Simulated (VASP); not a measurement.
# TaN (Fm-3m) in VASP: notebook

The runs below take TaN through density of states, elastic constants, vibrations by perturbation theory, with PBEsol+U, PBE.

All numbers are computed with VASP 6.6.1; they aren't measurements. Logs are shortened: lines on timing, memory, paths and dates and some standing lists are left out, and cuts for length are marked.

## Step 1: The cell of the first run

The structure is cubic, space group Fm-3m (No. 225). The conventional cell has a = 4.423 Å, b = 4.423 Å, c = 4.423 Å, α = 90.00°, β = 90.00°, γ = 90.00°. Ta (site symmetry m-3m) has 6 N at 2.21 Å within 2.9 Å. N (site symmetry m-3m) has 6 Ta at 2.21 Å within 2.9 Å.

## Step 2: Density of states, PBEsol+U

POSCAR

```
TaN
1.0
    0.0000000000      2.2113230000      2.2113230000
    2.2113230000      0.0000000000      2.2113230000
    2.2113230000      2.2113230000      0.0000000000
Ta N
1 1
Direct
    0.5000000000      0.5000000000      0.5000000000
    0.0000000000      0.0000000000      0.0000000000
```

INCAR.step1

```
SYSTEM = TaN
  PREC = Accurate
  ENCUT = 520
  EDIFF = 1E-7
  ISMEAR = -1
  SIGMA = 0.05
  LREAL = .False.
  LASPH = .True.
  NELM = 150
  ALGO = Normal
  ISIF = 2
  LWAVE = .False.
  LCHARG = .True.
  LMAXMIX = 4
  LDAU = .True.
  LDAUTYPE = 2
  LDAUL = 2 -1
  LDAUU = 8 0
  LDAUJ = 0 0
  LDAUPRINT = 1
  GGA = PS
  NBANDS = 15
```

KPOINTS.step1

```
Automatic mesh
0
Gamma
  10 10 10
  0 0 0
```

INCAR.step2

```
SYSTEM = TaN
  PREC = Accurate
  ENCUT = 520
  EDIFF = 1E-7
  ISMEAR = -5
  SIGMA = 0.05
  LREAL = .False.
  LASPH = .True.
  NELM = 150
  ALGO = Normal
  ISIF = 2
  LWAVE = .False.
  LCHARG = .False.
  LMAXMIX = 4
  LDAU = .True.
  LDAUTYPE = 2
  LDAUL = 2 -1
  LDAUU = 8 0
  LDAUJ = 0 0
  LDAUPRINT = 1
  GGA = PS
  LORBIT = 11
  NEDOS = 2001
  ICHARG = 11
```

KPOINTS.step2

```
Automatic mesh
0
Gamma
  15 15 15
  0 0 0
```

Potentials or basis: VASP PAW PBE potentials, release 64 (Ta_pv, N).

Started as:

```
$ cat potpaw_PBE.64/Ta_pv/POTCAR potpaw_PBE.64/N/POTCAR > POTCAR
$ cp INCAR.step1 INCAR
$ cp KPOINTS.step1 KPOINTS
$ mpirun -np 1 vasp_std > vasp.out
$ cp INCAR.step2 INCAR
$ cp KPOINTS.step2 KPOINTS
$ mpirun -np 1 vasp_std > vasp.out
```

OUTCAR:

```text
SYSTEM = TaN
   PREC = Accurate
   ENCUT = 520
   EDIFF = 1E-7
   ISMEAR = -5
   LREAL = .False.
   LASPH = .True.
   NELM = 150
   ISIF = 2
   GGA = PS
   LORBIT = 11
   ICHARG = 11

 ion  position               nearest neighbor table
   1  0.500  0.500  0.500-   2 2.21   2 2.21   2 2.21   2 2.21   2 2.21   2 2.21
   2  0.000  0.000  0.000-   1 2.21   1 2.21   1 2.21   1 2.21   1 2.21   1 2.21

  LATTYP: Found a face centered cubic cell.
 ALAT       =     4.4226460000

  Lattice vectors:

 A1 = (   0.0000000000,   2.2113230000,   2.2113230000)
 A2 = (   2.2113230000,   0.0000000000,   2.2113230000)
 A3 = (   2.2113230000,   2.2113230000,   0.0000000000)

Analysis of symmetry for initial positions (statically):
=====================================================================
 Subroutine PRICEL returns:
 Original cell was already a primitive cell.

 Routine SETGRP: Setting up the symmetry group for a
 face centered cubic supercell.

 Subroutine GETGRP returns: Found 48 space group operations
 (whereof 48 operations were pure point group operations)
 out of a pool of 48 trial point group operations.

The static configuration has the point symmetry O_h .

Analysis of symmetry for dynamics (positions and initial velocities):
=====================================================================
 Subroutine PRICEL returns:
 Original cell was already a primitive cell.

 Routine SETGRP: Setting up the symmetry group for a
 face centered cubic supercell.

 Subroutine GETGRP returns: Found 48 space group operations
 (whereof 48 operations were pure point group operations)
 out of a pool of 48 trial point group operations.

The dynamic configuration has the point symmetry O_h .

 Subroutine INISYM returns: Found 48 space group operations
 (whereof 48 operations are pure point group operations),
 and found     1 'primitive' translations

----------------------------------------------------------------------------------------

                                     Primitive cell

  volume of cell :      21.6265

  direct lattice vectors                    reciprocal lattice vectors
     0.000000000  2.211323000  2.211323000    -0.226108985  0.226108985  0.226108985
     2.211323000  0.000000000  2.211323000     0.226108985 -0.226108985  0.226108985
     2.211323000  2.211323000  0.000000000     0.226108985  0.226108985 -0.226108985

  length of vectors
     3.127282977  3.127282977  3.127282977     0.391632251  0.391632251  0.391632251

  position of ions in fractional coordinates (direct lattice)
     0.500000000  0.500000000  0.500000000
     0.000000000  0.000000000  0.000000000

  ion indices of the primitive-cell ions
   primitive index   ion index
                 1           1
                 2           2

----------------------------------------------------------------------------------------

 KPOINTS: Automatic mesh

Automatic generation of k-mesh.
 Grid dimensions read from file:
 generate k-points for:   15   15   15

 Generating k-lattice:

  Cartesian coordinates                     Fractional coordinates (reciprocal lattice)
    -0.015073932  0.015073932  0.015073932     0.066666667  0.000000000  0.000000000
     0.015073932 -0.015073932  0.015073932     0.000000000  0.066666667  0.000000000
     0.015073932  0.015073932 -0.015073932     0.000000000  0.000000000  0.066666667

  Length of vectors
     0.026108817  0.026108817  0.026108817

  Shift w.r.t. Gamma in fractional coordinates (k-lattice)
     0.000000000  0.000000000  0.000000000

 TETIRR: Found    484 inequivalent tetrahedra from    20250

 Subroutine IBZKPT returns following result:
 ===========================================

 Found    120 irreducible k-points:

 Following reciprocal coordinates:
            Coordinates               Weight
  0.000000  0.000000  0.000000      1.000000
  0.066667  0.000000  0.000000      8.000000
  0.133333  0.000000  0.000000      8.000000
  0.200000  0.000000  0.000000      8.000000
  0.266667  0.000000  0.000000      8.000000
  0.333333  0.000000  0.000000      8.000000
[... 16 lines left out ...]
  0.133333  0.133333  0.000000      6.000000
  0.200000  0.133333  0.000000     24.000000
 [... further k-points ...]
   k-points           NKPTS =    120   k-points in BZ     NKDIM =    120   number of bands    NBANDS=     12
   number of dos      NEDOS =   2001   number of ions     NIONS =      2
   total plane-waves  NPLWV =  13824
   dimension x,y,z NGX =    24 NGY =   24 NGZ =   24
   dimension x,y,z NGXF=    48 NGYF=   48 NGZF=   48
   ions per type =               1   1
   NGX,Y,Z   is equivalent  to a cutoff of  12.76, 12.76, 12.76 a.u.
   NGXF,Y,Z  is equivalent  to a cutoff of  25.52, 25.52, 25.52 a.u.
 SYSTEM =  TaN
   PREC   = accura    normal or accurate (medium, high low for compatibility)
   ISTART =      0    job   : 0-new  1-cont  2-samecut
   ICHARG =     11    charge: 1-file 2-atom 10-const
   ISPIN  =      1    spin polarized calculation?
   LNONCOLLINEAR =      F non collinear calculations
   LSORBIT =      F    spin-orbit coupling
   LASPH  =      T    aspherical Exc in radial PAW
   ENCUT  =  520.0 eV  38.22 Ry    6.18 a.u.   5.81  5.81  5.81*2*pi/ulx,y,z
   NELM   =    150;   NELMIN=  2; NELMDL=  0     # of ELM steps
   EDIFF  = 0.1E-06   stopping-criterion for ELM
   LREAL  =      F    real-space projection
   EDIFFG = 0.1E-05   stopping-criterion for IOM
   NSW    =      0    number of steps for IOM
   IBRION =     -1    ionic relax: 0-MD 1-quasi-New 2-CG
   NFREE  =      0    steps in history (QN), initial steepest desc. (CG)
   ISIF   =      2    stress and relaxation
   ISYM   =      2    0-nonsym 1-usesym 2-fastsym
   POTIM  = 0.5000    time-step for ionic-motion
   TEBEG  =    0.0;   TEEND  =   0.0 temperature during run
   PSTRESS=    0.0 pullay stress
   NELECT =      16.0000    total number of electrons
   NUPDOWN=      -1.0000    fix difference up-down
   EMIN   =  10.00;   EMAX   =-10.00  energy-range for DOS
   EFERMI =   0.00;   METHOD = LEGACY
   ISMEAR =    -5;   SIGMA  =   0.05  broadening in eV -4-tet -1-fermi 0-gaus
   EFERMI_NEDOS =   21; number of points for ismear=-14 and -15
   IALGO  =     38    algorithm
   IMIX   =      4    mixing-type and parameters
     AMIX     =   0.40;   BMIX     =  1.00
     AMIX_MAG =   1.60;   BMIX_MAG =  1.00
  volume/ion in A,a.u.               =      10.81        72.97
  Fermi-wavevector in a.u.,A,eV,Ry     =   1.480651  2.798024 29.828417  2.192327
  Thomas-Fermi vector in A             =   2.594659
   LORBIT       =     11    0 simple, 1 ext, 2 COOP (PROOUT), +10 PAW based schemes
 LDA+U is selected, type is set to LDAUTYPE =  2
   angular momentum for each species LDAUL =     2   -1
   U (eV)           for each species LDAUU =   8.0  0.0
   J (eV)           for each species LDAUJ =   0.0  0.0
   GGA     = PS    functional components
   LHFCALC =     F    Hartree Fock is set to
   AEXX    =    0.0000 exact exchange contribution
   IVDW    =     0    specifies the selected vdW correction
   LEPSILON=     F    determine dielectric tensor
   LRPA    =     F    only Hartree local field effects (RPA)
 non-spin polarized calculation
 Fermi weights with tetrahedron method with Bloechl corrections
  energy-cutoff  :      520.00
  volume of cell :       21.63
 maximum number of plane-waves:       592

atom =   1  type =  1  l = 2

 onsite density matrix

spin component  1

  0.2483  0.0000  0.0000  0.0000  0.0000
  0.0000  0.2483  0.0000 -0.0000  0.0000
  0.0000  0.0000  0.1744 -0.0000  0.0000
  0.0000 -0.0000 -0.0000  0.2483  0.0000
  0.0000  0.0000  0.0000  0.0000  0.1744

spin component  2

  0.2483  0.0000  0.0000  0.0000  0.0000
  0.0000  0.2483  0.0000 -0.0000  0.0000
  0.0000  0.0000  0.1744 -0.0000  0.0000
  0.0000 -0.0000 -0.0000  0.2483  0.0000
  0.0000  0.0000  0.0000  0.0000  0.1744

 occupancies and eigenvectors

  o =  0.1744  v =  0.0000 -0.0000  0.0000  0.0000 -1.0000  0.0000  0.0000  0.0000  0.0000  0.0000      0.0000  0.0000  0.0000  0.0000  0.0000  0.0000  0.0000  0.0000  0.0000  0.0000
  o =  0.1744  v =  0.0000  0.0000  0.0000  0.0000  0.0000  0.0000 -0.0000  0.0000  0.0000 -1.0000      0.0000  0.0000  0.0000  0.0000  0.0000  0.0000  0.0000  0.0000  0.0000  0.0000
  o =  0.1744  v =  0.0000 -0.0000  1.0000 -0.0000  0.0000  0.0000  0.0000  0.0000  0.0000  0.0000      0.0000  0.0000  0.0000  0.0000  0.0000  0.0000  0.0000  0.0000  0.0000  0.0000
  o =  0.1744  v =  0.0000  0.0000  0.0000  0.0000  0.0000  0.0000 -0.0000  1.0000 -0.0000  0.0000      0.0000  0.0000  0.0000  0.0000  0.0000  0.0000  0.0000  0.0000  0.0000  0.0000
  o =  0.2483  v =  0.0000  0.0000  0.0000  0.0000  0.0000  0.0000 -0.9265 -0.0000 -0.3762  0.0000      0.0000  0.0000  0.0000  0.0000  0.0000  0.0000  0.0000  0.0000  0.0000  0.0000
  o =  0.2483  v =  0.0000 -0.9265 -0.0000 -0.3762  0.0000  0.0000  0.0000  0.0000  0.0000  0.0000      0.0000  0.0000  0.0000  0.0000  0.0000  0.0000  0.0000  0.0000  0.0000  0.0000
  o =  0.2483  v =  0.0000  0.0000  0.0000  0.0000  0.0000  0.0000  0.3762 -0.0000 -0.9265 -0.0000      0.0000  0.0000  0.0000  0.0000  0.0000  0.0000  0.0000  0.0000  0.0000  0.0000
  o =  0.2483  v =  0.0000  0.3762 -0.0000 -0.9265 -0.0000  0.0000  0.0000  0.0000  0.0000  0.0000      0.0000  0.0000  0.0000  0.0000  0.0000  0.0000  0.0000  0.0000  0.0000  0.0000
  o =  0.2483  v =  0.0000  0.0000  0.0000  0.0000  0.0000  1.0000  0.0000  0.0000  0.0000  0.0000      0.0000  0.0000  0.0000  0.0000  0.0000  0.0000  0.0000  0.0000  0.0000  0.0000
  o =  0.2483  v =  1.0000  0.0000  0.0000  0.0000  0.0000  0.0000  0.0000  0.0000  0.0000  0.0000      0.0000  0.0000  0.0000  0.0000  0.0000  0.0000  0.0000  0.0000  0.0000  0.0000

 number of electron      16.0000003 magnetization

 Free energy of the ion-electron system (eV)
  ---------------------------------------------------
  ext. energy  EPLUGINS =         0.00000000
  ---------------------------------------------------
  free energy    TOTEN  =       -16.07633421 eV

  energy without entropy =      -16.07633421  energy(sigma->0) =      -16.07633421

 E-fermi :  10.2228     XC(G=0): -13.5244

 val. band max:       10.4094742052   @ k =  -0.2667   0.2000   0.0000
 cond. band min:       9.9937491905   @ k =  -0.2000   0.2000   0.0000
 fundamental gap:     -0.4157250147
 Fermi energy:        10.2228004197

 k-point     1 :       0.0000    0.0000    0.0000
  band No.  band energies     occupation
      1     -27.2740      2.00000
      2     -27.2740      2.00000
      3     -27.2740      2.00000
      4      -9.1112      2.00000
      5       5.9507      2.00000
      6       5.9507      2.00000
      7       5.9507      2.00000
      8       8.2952      2.00000
      9       8.2952      2.00000
     10       8.2952      2.00000
     11      10.7970      0.00000
     12      11.0226      0.00000

 k-point     2 :       0.0667    0.0000    0.0000
  band No.  band energies     occupation
      1     -27.3089      2.00000
      2     -27.2774      2.00000
      3     -27.2774      2.00000
      4      -9.0051      2.00000
      5       5.4198      2.00000
      6       5.6791      2.00000
      7       5.6791      2.00000
      8       8.4583      2.00000
      9       8.4586      2.00000
     10       8.4586      2.00000
     11      11.1527      0.00000
     12      11.3670      0.00000
[... 301 lines left out ...]
 k-point    23 :       0.1333    0.1333    0.0000
  band No.  band energies     occupation
      1     -27.3980      2.00000
      2     -27.3165      2.00000
      3     -27.3165      2.00000
      4      -8.5927      2.00000
      5       3.6498      2.00000
      6       5.3289      2.00000
      7       5.3289      2.00000
      8       7.4653      2.00000
      9       9.7791      1.99944
     10       9.7791      2.00166
     11      11.2669      0.00000
     12      11.3142      0.00000

 k-point    24 :       0.2000    0.1333    0.0000
  band No.  band energies     occupation
      1     -27.4883      2.00000
      2     -27.3374      2.00000
      3     -27.3296      2.00000
      4      -8.2830      2.00000
      5       2.9156      2.00000
      6       4.8690      2.00000
      7       5.0195      2.00000
      8       7.3940      2.00000
      9      10.2910      0.90082
     10      10.3524      0.56662
     11      11.8016      0.00000
     12      11.8055      0.00000

 [... further k-points ...]

------------------------ aborting loop because EDIFF is reached ----------------------------------------

  FORCE on cell =-STRESS in cart. coord.  units (eV):
  Direction    XX          YY          ZZ          XY          YZ          ZX
  --------------------------------------------------------------------------------------
  -------------------------------------------------------------------------------------
  Total        2.0129777      2.0129777      2.0129777     -0.0000000     -0.0000000     -0.0000000
  in kB      149.1293083    149.1293083    149.1293083     -0.0000000     -0.0000000     -0.0000000
  external PRESSURE =     149.1293083 kB  Pullay stress =       0.0000000 kB

 VOLUME and BASIS-vectors are now :
 -----------------------------------------------------------------------------
  energy-cutoff  :      520.00
  volume of cell :       21.63
      direct lattice vectors                 reciprocal lattice vectors
     0.000000000  2.211323000  2.211323000    -0.226108985  0.226108985  0.226108985
     2.211323000  0.000000000  2.211323000     0.226108985 -0.226108985  0.226108985
     2.211323000  2.211323000  0.000000000     0.226108985  0.226108985 -0.226108985

 POSITION                                       TOTAL-FORCE (eV/Angst)
 -----------------------------------------------------------------------------------
      2.21132      2.21132      2.21132         0.000000      0.000000      0.000000
      0.00000      0.00000      0.00000        -0.000000     -0.000000     -0.000000
 -----------------------------------------------------------------------------------
    total drift:                                0.000000     -0.000000     -0.000000

  FREE ENERGIE OF THE ION-ELECTRON SYSTEM (eV)
  ---------------------------------------------------
  free  energy   TOTEN  =       -16.0763342077 eV

  energy  without entropy=      -16.0763342077  energy(sigma->0) =      -16.07633421

 total charge

# of ion       s       p       d       tot
------------------------------------------
    1        0.296   6.241   2.141   8.678
    2        1.221   2.565   0.000   3.787
--------------------------------------------------
tot          1.517   8.806   2.141  12.465
```

Wall time 40 s (1 thread of Intel Xeon 8259CL, shared host); peak memory 0.16 GiB.

Results:

| Quantity | Value |
| --- | --- |
| Valence electrons inside the program's atomic spheres | Ta 8.68; N 3.79 |

Eigenvalues of the final occupation matrices:
```csv
site,spin,trace,eigenvalues
site 1 d,1,1.09,0.17 0.17 0.25 0.25 0.25
site 1 d,2,1.09,0.17 0.17 0.25 0.25 0.25
```

Caveat: the PAW data sets were made with another functional, which shifts forces and pressure a little; spin-orbit coupling is left out, which moves the levels of the heavy elements; U without spin polarisation on a metal has little footing; tetrahedron occupations give inexact forces and stress in metals.

(Continued in part 2 of 2.)
